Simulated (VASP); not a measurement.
## Mn: single point with r2SCAN

The system is Mn.

```
CELL_PARAMETERS angstrom
0.00000 2.47960 2.47960
2.47960 0.00000 2.47960
2.47960 2.47960 0.00000
ATOMIC_POSITIONS crystal
Mn 0.12500 0.12500 0.12500
Mn 0.87500 0.87500 0.87500
```

This isn't the form of Mn at room conditions, which is a 58-atom cubic cell.

| Item | Value |
| --- | --- |
| Program | VASP 6.6.1 |
| Task | single point |
| Functional | r2SCAN |
| Potentials or basis | VASP PAW PBE potentials, release 64 (Mn_pv) |
| Cutoff | 520 eV |
| k mesh | 13 × 13 × 13 |
| Occupations | fermi-dirac, width 0.05 eV |
| Spin | collinear spin, antiferromagnetic start |
| Starting moments | [-2.264, 2.264] μB |
| Dipole correction | no |
| Further INCAR settings | ALGO = Normal; EDIFF = 1e-06; NBANDS = 24 |

```yaml
Pressure: 19.0 GPa
Band_gap_on_the_k_mesh: zero (filled and empty bands touch)
Net_moment: 0.00 μB per cell
Site_moments: Mn -2.67, +2.67 μB
Valence_electrons_inside_the_program's_atomic_spheres: Mn 12.05
```

Levels at points of the mesh, in eV from the Fermi level:
Spin up:
| k point | band 9 | band 10 | band 11 | band 12 | band 13 | band 14 | band 15 | band 16 | band 17 | band 18 |
| --- | --- | --- | --- | --- | --- | --- | --- | --- | --- | --- |
| (0.00, 0.00, 0.00) | -3.63 | -3.44 | -3.44 | -3.44 | 0.11 | 0.11 | 0.11 | 2.18 | 2.18 | 14.03 |
Spin down:
| k point | band 9 | band 10 | band 11 | band 12 | band 13 | band 14 | band 15 | band 16 | band 17 | band 18 |
| --- | --- | --- | --- | --- | --- | --- | --- | --- | --- | --- |
| (0.00, 0.00, 0.00) | -3.63 | -3.44 | -3.44 | -3.44 | 0.11 | 0.11 | 0.11 | 2.18 | 2.18 | 14.03 |

Run time: 13 min on 1 thread of Intel Xeon 8259CL (shared host), peak memory 0.24 GiB.

Caveat: the cell stands under pressure; the PAW data sets were made with another functional, which shifts forces and pressure a little.
